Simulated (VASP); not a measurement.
Wanted: the native input for a VASP 6.6.1 run.

| Item | Value |
| --- | --- |
| Task | single point |
| Functional | PBE |
| Potentials or basis | VASP PAW PBE potentials, release 64 (Mo_sv) |
| Cutoff | 520 eV |
| k mesh | 28 × 28 × 28 |
| Occupations | gaussian, width 0.03 eV |
| Spin | no spin polarisation |
| Dipole correction | no |
| Further INCAR settings | ALGO = Normal; EDIFF = 1e-06; NBANDS = 13 |

The structure of Mo lies in POSCAR:

```
Mo
1.0
   -1.5123255030      1.5123255030      1.5123255030
    1.5123255030     -1.5123255030      1.5123255030
    1.5123255030      1.5123255030     -1.5123255030
Mo
1
Direct
    0.0000000000      0.0000000000      0.0000000000
```

One way to write it, as run:

INCAR

```
PREC = Accurate
ENCUT = 520
EDIFF = 1E-6
ISMEAR = 0
SIGMA = 0.03
LREAL = False
LASPH = True
NELM = 100
ALGO = Normal
ISIF = 2
LWAVE = False
LCHARG = True
GGA = PE
LELF = True
LVHAR = True
NBANDS = 13
```

KPOINTS

```
regular mesh
0
Gamma
  28 28 28
```

Potentials or basis: VASP PAW PBE potentials, release 64 (Mo_sv).

Run with:

```console
$ cat potpaw_PBE.64/Mo_sv/POTCAR > POTCAR
$ mpirun -np 1 vasp_std > vasp.out
```

Results of the run:

| Item | Value |
| --- | --- |
| Pressure | 45.9 GPa |
| Band gap on the k mesh | zero (band 7 reaches 19.38 eV, above the bottom of band 8 at 13.04 eV) |

Wall time 59 s on 1 thread of Intel(R) Xeon(R) Platinum 8259CL CPU @ 2.50GHz (Skylake/Cascade Lake), on a shared host, peak memory 0.21 GiB.
